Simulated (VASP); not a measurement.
Input of a VASP 6.6.1 run:

INCAR

```
PREC     = Accurate       # precision mode
ENCUT    = 520            # plane-wave cutoff, eV
EDIFF    = 1E-6           # SCF threshold, eV
ISMEAR   = -1             # smearing method
SIGMA    = 0.02           # smearing width, eV
LREAL    = Auto         
LASPH    = True           # aspherical terms in the spheres
NELM     = 100            # most SCF steps
ALGO     = Normal         # electronic algorithm
ISIF     = 2              # what is computed and relaxed
LWAVE    = False          # write WAVECAR
LCHARG   = False          # write CHGCAR
GGA      = CA             # functional
NBANDS   = 67             # bands
```

The input KPOINTS:

```
regular mesh
0
Gamma
  1 1 1
```

The input POSCAR:

```
LiH21O11
1.0
    6.7649870000      0.0000000000      0.0000000000
    0.0000000000      6.7649870000      0.0000000000
    0.0000000000      0.0000000000      6.7649870000
O H Li
11 21 1
Direct
    0.7088261958      0.7946061094      0.4364236029
    0.7107478551      0.1359352206      0.6207550731
    0.0583149679      0.8396172823      0.9286787986
    0.2214490582      0.3092688870      0.4760836939
    0.6607551500      0.8385381967     -0.0586697358
    0.8262839234      0.4004294465      0.2907174840
    0.3751670181      0.5183601979      0.8064169229
    0.3416414547      0.7888411315      0.5861356422
    0.5041990472      0.1782265066     -0.0605618311
    0.0446268411      0.0278492775      0.3165120643
    0.0773393947      0.6598091024      0.3240656634
    0.8085750941      0.8627067576      0.3440213558
    0.7900680371      0.7525956813      0.5399714737
    0.7967347166      0.0920179152      0.7347833780
    0.7383310567      0.2930678211      0.5924179899
    0.1450261471      0.8353452860      1.0419975678
    0.1571030366      0.8325958350      0.8187303242
    0.1412863025      0.1873322151      0.3879386612
    0.1661496171      0.4344428156      0.4918560819
    0.7969860105      0.8007110731     -0.0795566939
    0.6067269605      0.6998535252     -0.0906875357
    0.8874370342      0.5341178039      0.3194980271
    0.7557590281      0.4498752178      0.1791873362
    0.3811093798      0.6363648592      0.7248794417
    0.2427203482      0.4782270831      0.8111175971
    0.4629720648      0.8039926758      0.5136890877
    0.2487661839      0.7053376451      0.4857511182
    0.5588332986      0.0419956461     -0.0839321642
    0.4558323615      0.1855731578      0.0671102546
    0.0696231937     -0.1646122897      0.2998823205
   -0.0612270208      0.0963490395      0.2297269751
    0.1109684320      0.5674955473      0.2341763554
    0.4077169697      0.2140432790      0.6573405093
```

Potentials or basis: VASP PAW LDA potentials, release 64 (O, H, Li_sv).

Run with:

```sh
$ cat potpaw_LDA.64/O/POTCAR potpaw_LDA.64/H/POTCAR potpaw_LDA.64/Li_sv/POTCAR > POTCAR
$ mpirun -np 1 vasp_gam > vasp.out
```

Task: Predict the largest force.

Result: 5.835 eV/Å.

Task: What does it give for the band gap on the k mesh?

Result: 3.44 eV.

Forces on the atoms (eV/Å):
```
O   -0.571  0.767 -2.865
O    0.743  3.301  0.096
O    0.405 -0.227 -1.532
O    1.325 -3.474 -0.396
O   -1.093 -2.844 -0.585
O    0.283 -0.014  0.490
O    2.498 -1.547  1.805
O   -2.759 -0.445 -0.865
O    0.643 -0.294 -2.981
O   -1.131 -0.101 -1.567
O   -0.462  4.341  3.870
H   -1.250 -0.244  1.317
H    1.254 -0.599  1.722
H   -0.771  0.751 -1.047
H   -0.096 -3.604  0.389
H    0.048  0.201  0.877
H   -0.506  0.129 -0.015
H   -0.093  0.648  0.840
H   -1.336  1.818 -0.224
H    1.916  0.786  0.218
H   -0.672  1.586  0.515
H    0.234 -0.440  0.806
H   -1.400 -0.334 -1.219
H   -0.298  1.408 -1.271
H   -2.006 -0.596  0.278
H    1.956  0.480 -0.893
H    0.747  1.446  0.798
H    0.029  0.059  0.568
H   -1.118  0.105  2.755
H   -0.094  0.545  0.112
H    1.510 -0.800  1.224
H    1.665 -3.040 -3.540
Li   0.401  0.230  0.319
```

Caveat: the k points lie up to 0.93 Å⁻¹ apart, too coarse for converged energies, forces and pressures.
